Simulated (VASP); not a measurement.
# Ag (Pm-3m) in VASP: a series of runs

The runs below take Ag through single point, relaxation of cell and atoms, with RPBE.

All numbers are computed with VASP 6.6.1; they aren't measurements. Logs are shortened: lines on timing, memory, paths and dates and some standing lists are left out, and cuts for length are marked.

**1. The cell of the first run**

It takes space group Pm-3m (No. 221, cubic). Conventional cell: a = 2.873 Å, b = 2.873 Å, c = 2.873 Å, α = 90.00°, β = 90.00°, γ = 90.00°. Within 3.8 Å of Ag (site symmetry m-3m) lie 6 Ag at 2.87 Å.

**2. Single point, RPBE (volume scaled by 1.08)**

File INCAR:

```
SYSTEM = Ag
ALGO = Normal
EDIFF = 1E-6
ENCUT = 520
GGA = RP
ISIF = 2
ISMEAR = -1
LASPH = .True.
LCHARG = .True.
LELF = .True.
LREAL = .False.
LVHAR = .True.
LWAVE = .False.
NBANDS = 12
NELM = 80
PREC = Accurate
SIGMA = 0.1
```

File KPOINTS:

```
k-points
0
Gamma
  13 13 13
  0 0 0
```

File POSCAR:

```
Ag
1.0
    2.8730685751      0.0000000000      0.0000000000
    0.0000000000      2.8730685751      0.0000000000
    0.0000000000      0.0000000000      2.8730685751
Ag
1
Direct
    0.0000000000      0.0000000000      0.0000000000
```

Potentials or basis: VASP PAW PBE potentials, release 64 (Ag).

Run with:

```
cat potpaw_PBE.64/Ag/POTCAR > POTCAR
mpirun -np 1 vasp_std > vasp.out
```

OUTCAR:

```text
SYSTEM = Ag
   EDIFF = 1E-6
   ENCUT = 520
   GGA = RP
   ISIF = 2
   ISMEAR = -1
   LASPH = .True.
   LREAL = .False.
   NELM = 80
   PREC = Accurate

 ion  position               nearest neighbor table
   1  0.000  0.000  0.000-

  LATTYP: Found a simple cubic cell.
 ALAT       =     2.8730685751

  Lattice vectors:

 A1 = (   2.8730685751,   0.0000000000,   0.0000000000)
 A2 = (   0.0000000000,   2.8730685751,   0.0000000000)
 A3 = (   0.0000000000,   0.0000000000,   2.8730685751)

Analysis of symmetry for initial positions (statically):
=====================================================================
 Subroutine PRICEL returns:
 Original cell was already a primitive cell.

 Routine SETGRP: Setting up the symmetry group for a
 simple cubic supercell.

 Subroutine GETGRP returns: Found 48 space group operations
 (whereof 48 operations were pure point group operations)
 out of a pool of 48 trial point group operations.

The static configuration has the point symmetry O_h .

Analysis of symmetry for dynamics (positions and initial velocities):
=====================================================================
 Subroutine PRICEL returns:
 Original cell was already a primitive cell.

 Routine SETGRP: Setting up the symmetry group for a
 simple cubic supercell.

 Subroutine GETGRP returns: Found 48 space group operations
 (whereof 48 operations were pure point group operations)
 out of a pool of 48 trial point group operations.

The dynamic configuration has the point symmetry O_h .

 Subroutine INISYM returns: Found 48 space group operations
 (whereof 48 operations are pure point group operations),
 and found     1 'primitive' translations

----------------------------------------------------------------------------------------

                                     Primitive cell

  volume of cell :      23.7158

  direct lattice vectors                    reciprocal lattice vectors
     2.873068575  0.000000000  0.000000000     0.348059914  0.000000000  0.000000000
     0.000000000  2.873068575  0.000000000     0.000000000  0.348059914  0.000000000
     0.000000000  0.000000000  2.873068575     0.000000000  0.000000000  0.348059914

  length of vectors
     2.873068575  2.873068575  2.873068575     0.348059914  0.348059914  0.348059914

  position of ions in fractional coordinates (direct lattice)
     0.000000000  0.000000000  0.000000000

  ion indices of the primitive-cell ions
   primitive index   ion index
                 1           1

----------------------------------------------------------------------------------------

 KPOINTS: k-points

Automatic generation of k-mesh.
 Grid dimensions read from file:
 generate k-points for:   13   13   13

 Generating k-lattice:

  Cartesian coordinates                     Fractional coordinates (reciprocal lattice)
     0.026773840  0.000000000  0.000000000     0.076923077  0.000000000  0.000000000
     0.000000000  0.026773840  0.000000000     0.000000000  0.076923077  0.000000000
     0.000000000  0.000000000  0.026773840     0.000000000  0.000000000  0.076923077

  Length of vectors
     0.026773840  0.026773840  0.026773840

  Shift w.r.t. Gamma in fractional coordinates (k-lattice)
     0.000000000  0.000000000  0.000000000

 Subroutine IBZKPT returns following result:
 ===========================================

 Found     84 irreducible k-points:

 Following reciprocal coordinates:
            Coordinates               Weight
  0.000000  0.000000  0.000000      1.000000
  0.076923  0.000000  0.000000      6.000000
  0.153846  0.000000  0.000000      6.000000
  0.230769  0.000000  0.000000      6.000000
  0.307692  0.000000  0.000000      6.000000
  0.384615  0.000000  0.000000      6.000000
[... 16 lines left out ...]
  0.307692  0.307692  0.000000     12.000000
  0.384615  0.307692  0.000000     24.000000
 [... further k-points ...]
   k-points           NKPTS =     84   k-points in BZ     NKDIM =     84   number of bands    NBANDS=     12
   number of dos      NEDOS =    301   number of ions     NIONS =      1
   total plane-waves  NPLWV =  13824
   dimension x,y,z NGX =    24 NGY =   24 NGZ =   24
   dimension x,y,z NGXF=    48 NGYF=   48 NGZF=   48
   ions per type =               1
   NGX,Y,Z   is equivalent  to a cutoff of  13.89, 13.89, 13.89 a.u.
   NGXF,Y,Z  is equivalent  to a cutoff of  27.77, 27.77, 27.77 a.u.
 SYSTEM =  Ag
   PREC   = accura    normal or accurate (medium, high low for compatibility)
   ISTART =      0    job   : 0-new  1-cont  2-samecut
   ICHARG =      2    charge: 1-file 2-atom 10-const
   ISPIN  =      1    spin polarized calculation?
   LNONCOLLINEAR =      F non collinear calculations
   LSORBIT =      F    spin-orbit coupling
   LASPH  =      T    aspherical Exc in radial PAW
   ENCUT  =  520.0 eV  38.22 Ry    6.18 a.u.   5.34  5.34  5.34*2*pi/ulx,y,z
   NELM   =     80;   NELMIN=  2; NELMDL= -5     # of ELM steps
   EDIFF  = 0.1E-05   stopping-criterion for ELM
   LREAL  =      F    real-space projection
   EDIFFG = 0.1E-04   stopping-criterion for IOM
   NSW    =      0    number of steps for IOM
   IBRION =     -1    ionic relax: 0-MD 1-quasi-New 2-CG
   NFREE  =      0    steps in history (QN), initial steepest desc. (CG)
   ISIF   =      2    stress and relaxation
   ISYM   =      2    0-nonsym 1-usesym 2-fastsym
   POTIM  = 0.5000    time-step for ionic-motion
   TEBEG  =    0.0;   TEEND  =   0.0 temperature during run
   PSTRESS=    0.0 pullay stress
   NELECT =      11.0000    total number of electrons
   NUPDOWN=      -1.0000    fix difference up-down
   EMIN   =  10.00;   EMAX   =-10.00  energy-range for DOS
   EFERMI =   0.00;   METHOD = LEGACY
   ISMEAR =    -1;   SIGMA  =   0.10  broadening in eV -4-tet -1-fermi 0-gaus
   EFERMI_NEDOS =   21; number of points for ismear=-14 and -15
   IALGO  =     38    algorithm
   IMIX   =      4    mixing-type and parameters
     AMIX     =   0.40;   BMIX     =  1.00
     AMIX_MAG =   1.60;   BMIX_MAG =  1.00
  volume/ion in A,a.u.               =      23.72       160.04
  Fermi-wavevector in a.u.,A,eV,Ry     =   1.267243  2.394741 21.849645  1.605904
  Thomas-Fermi vector in A             =   2.400401
   LORBIT       =      0    0 simple, 1 ext, 2 COOP (PROOUT), +10 PAW based schemes
   GGA     = RP    functional components
   LHFCALC =     F    Hartree Fock is set to
   AEXX    =    0.0000 exact exchange contribution
   IVDW    =     0    specifies the selected vdW correction
   LEPSILON=     F    determine dielectric tensor
   LRPA    =     F    only Hartree local field effects (RPA)
 non-spin polarized calculation
  energy-cutoff  :      520.00
  volume of cell :       23.72
 maximum number of plane-waves:       656
 NGX is ok and might be reduce to    24
   NGX = 11   NGY = 11   NGZ = 11

 number of electron      10.9999994 magnetization

 Free energy of the ion-electron system (eV)
  ---------------------------------------------------
  ext. energy  EPLUGINS =         0.00000000
  ---------------------------------------------------
  free energy    TOTEN  =        -1.88577356 eV

  energy without entropy =       -1.87465311  energy(sigma->0) =       -1.88021334

 E-fermi :   4.7953     XC(G=0): -10.1046

 val. band max:        4.6627398529   @ k =   0.3846   0.3077   0.0000
 cond. band min:       4.7986019221   @ k =   0.3846   0.3077   0.0769
 fundamental gap:      0.1358620692
 Fermi energy:         4.7953329573

 k-point     1 :       0.0000    0.0000    0.0000
  band No.  band energies     occupation
      1      -0.8572      2.00000
      2      -0.4158      2.00000
      3      -0.4158      2.00000
      4       1.8787      2.00000
      5       1.8787      2.00000
      6       1.8787      2.00000
      7      17.7352      0.00000
      8      17.7352      0.00000
      9      17.7352      0.00000
     10      22.1851      0.00000
     11      22.1851      0.00000
     12      22.4722      0.00000

 k-point     2 :       0.0769    0.0000    0.0000
  band No.  band energies     occupation
      1      -0.7441      2.00000
      2      -0.4031      2.00000
      3      -0.3408      2.00000
      4       1.8334      2.00000
      5       1.8334      2.00000
      6       1.8825      2.00000
      7      16.5112      0.00000
      8      17.9069      0.00000
      9      17.9069      0.00000
     10      22.1327      0.00000
     11      22.3569      0.00000
     12      23.6987      0.00000

 k-point     3 :       0.1538    0.0000    0.0000
  band No.  band energies     occupation
      1      -0.5097      2.00000
      2      -0.3677      2.00000
      3      -0.0220      2.00000
      4       1.7104      2.00000
      5       1.7104      2.00000
      6       1.8928      2.00000
      7      14.3555      0.00000
      8      18.4050      0.00000
      9      18.4050      0.00000
     10      21.9816      0.00000
     11      22.4080      0.00000
     12      26.3085      0.00000
[... 286 lines left out ...]
 k-point    23 :       0.3077    0.3077    0.0000
  band No.  band energies     occupation
      1      -0.0095      2.00000
      2       0.3130      2.00000
      3       1.1894      2.00000
      4       1.4263      2.00000
      5       1.4667      2.00000
      6       3.5304      1.99999
      7      10.9685      0.00000
      8      12.9312      0.00000
      9      19.2941      0.00000
     10      22.6766      0.00000
     11      22.9933      0.00000
     12      26.7550      0.00000

 k-point    24 :       0.3846    0.3077    0.0000
  band No.  band energies     occupation
      1       0.0528      2.00000
      2       0.1346      2.00000
      3       1.3154      2.00000
      4       1.4696      2.00000
      5       1.4708      2.00000
      6       4.6627      1.58033
      7       9.5044      0.00000
      8      13.3737      0.00000
      9      17.5975      0.00000
     10      23.2736      0.00000
     11      23.8433      0.00000
     12      26.1982      0.00000

 [... further k-points ...]

------------------------ aborting loop because EDIFF is reached ----------------------------------------

  FORCE on cell =-STRESS in cart. coord.  units (eV):
  Direction    XX          YY          ZZ          XY          YZ          ZX
  --------------------------------------------------------------------------------------
  -------------------------------------------------------------------------------------
  Total       -0.4922456     -0.4922456     -0.4922456     -0.0000000      0.0000000     -0.0000000
  in kB      -33.2548063    -33.2548063    -33.2548063     -0.0000000      0.0000000     -0.0000000
  external PRESSURE =     -33.2548063 kB  Pullay stress =       0.0000000 kB

 VOLUME and BASIS-vectors are now :
 -----------------------------------------------------------------------------
  energy-cutoff  :      520.00
  volume of cell :       23.72
      direct lattice vectors                 reciprocal lattice vectors
     2.873068575  0.000000000  0.000000000     0.348059914  0.000000000  0.000000000
     0.000000000  2.873068575  0.000000000     0.000000000  0.348059914  0.000000000
     0.000000000  0.000000000  2.873068575     0.000000000  0.000000000  0.348059914

 POSITION                                       TOTAL-FORCE (eV/Angst)
 -----------------------------------------------------------------------------------
      0.00000      0.00000      0.00000         0.000000      0.000000      0.000000
 -----------------------------------------------------------------------------------
    total drift:                                0.000000     -0.000000      0.000000

  FREE ENERGIE OF THE ION-ELECTRON SYSTEM (eV)
  ---------------------------------------------------
  free  energy   TOTEN  =        -1.8857735632 eV

  energy  without entropy=       -1.8746531105  energy(sigma->0) =       -1.88021334
```

Wall time 20 s (1 thread of Intel Xeon 8259CL, shared host); peak memory 0.15 GiB.

What came out:

* Free energy: -1.8858 eV
* Pressure: -3.3 GPa

Caveat: the PAW data sets were made with another functional, which shifts forces and pressure a little.

**3. Single point, RPBE (volume scaled by 1.12)**

File INCAR:

```
PREC = Accurate
ENCUT = 520
EDIFF = 1E-6
ISMEAR = -1
SIGMA = 0.1
LREAL = F
LASPH = T
NELM = 100
ALGO = Normal
ISIF = 2
LWAVE = F
LCHARG = T
GGA = RP
LELF = T
LVHAR = T
NBANDS = 12
```

File KPOINTS:

```
regular mesh
0
Gamma
  13 13 13
```

File POSCAR:

```
Ag
1.0
    2.9081094501      0.0000000000      0.0000000000
    0.0000000000      2.9081094501      0.0000000000
    0.0000000000      0.0000000000      2.9081094501
Ag
1
Direct
    0.0000000000      0.0000000000      0.0000000000
```

Potentials or basis: VASP PAW PBE potentials, release 64 (Ag).

Run with:

```
cat potpaw_PBE.64/Ag/POTCAR > POTCAR
mpirun -np 1 vasp_std > vasp.out
```

Run time: 22 s. Hardware: 1 thread of Intel Xeon 8259CL, shared host; peak memory 0.15 GiB.

The run converged. Its results:

| Property | Result |
| --- | --- |
| Free energy | -1.8650 eV |
| Pressure | -4.3 GPa |

Levels at points of the mesh, in eV from the Fermi level:
```tsv
k point	band 3	band 4	band 5	band 6	band 7	band 8	band 9	band 10
(0.00, 0.00, 0.00)	-5.08	-2.93	-2.93	-2.93	12.68	12.68	12.68	16.99
```

Caveat: the PAW data sets were made with another functional, which shifts forces and pressure a little.

(Continued in part 2 of 2.)
